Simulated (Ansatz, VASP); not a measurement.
ZnSe: VASP beside Ansatz

Contents of INCAR:

```
SYSTEM = ZnSe
PREC = Accurate
ENCUT = 520
EDIFF = 1E-6
ISMEAR = 0
SIGMA = 0.05
LREAL = .FALSE.
LASPH = .TRUE.
NELM = 100
ALGO = Normal
ISIF = 2
LWAVE = .FALSE.
LCHARG = .FALSE.
GGA = PS
NBANDS = 16
```

The input KPOINTS:

```
Automatic mesh
0
G
  8 8 8
  0 0 0
```

Contents of POSCAR:

```
ZnSe
1.0
    0.0000000000      2.6992275273      2.6992275273
    2.6992275273      0.0000000000      2.6992275273
    2.6992275273      2.6992275273      0.0000000000
Zn Se
1 1
Direct
    0.0000000000      0.0000000000      0.0000000000
    0.2500000000      0.2500000000      0.2500000000
```

Input for Ansatz:

```yaml
crystal:
  lattice:
    - [0.0, 2.6992275273, 2.6992275273]
    - [2.6992275273, 0.0, 2.6992275273]
    - [2.6992275273, 2.6992275273, 0.0]
  atoms:
    - { symbol: Zn, position: [0.0, 0.0, 0.0] }
    - { symbol: Se, position: [0.25, 0.25, 0.25] }
basis:
  ecutwfc: 420
  ecutrho_ratio: 4
kpoints:
  mp_grid: { grid: [8, 8, 8] }
hamiltonian:
  xc: pbesol
scf:
  occupations: { method: gaussian, width: 0.05 }
output:
  forces: true
  stress: true
  eigenvalues: true
```

Alike in both runs: task single point; functional PBEsol; k mesh 8 × 8 × 8; occupations gaussian, width 0.05 eV; no spin polarisation.

```csv
,VASP,Ansatz
version,VASP 6.6.1,Ansatz 0.2.0
potentials or method,"VASP PAW PBE potentials, release 64 (Zn, Se), cutoff 520 eV","scalar-relativistic, plane waves, PAW"
valence electrons in the cell,18,28
```

```tsv
	VASP	Ansatz	Ansatz less VASP
gap on the k mesh at the Fermi level (eV)	1.78	1.77	-0.013
least direct gap on the mesh (eV)	1.78	1.77	-0.013
pressure (GPa)	11.5	11.1	-0.40
```

VASP's potentials were made for PBE, not for PBEsol. VASP's potentials hold 18 valence electrons a cell and Ansatz's 28, so a difference there can come from the potentials and not from the codes.
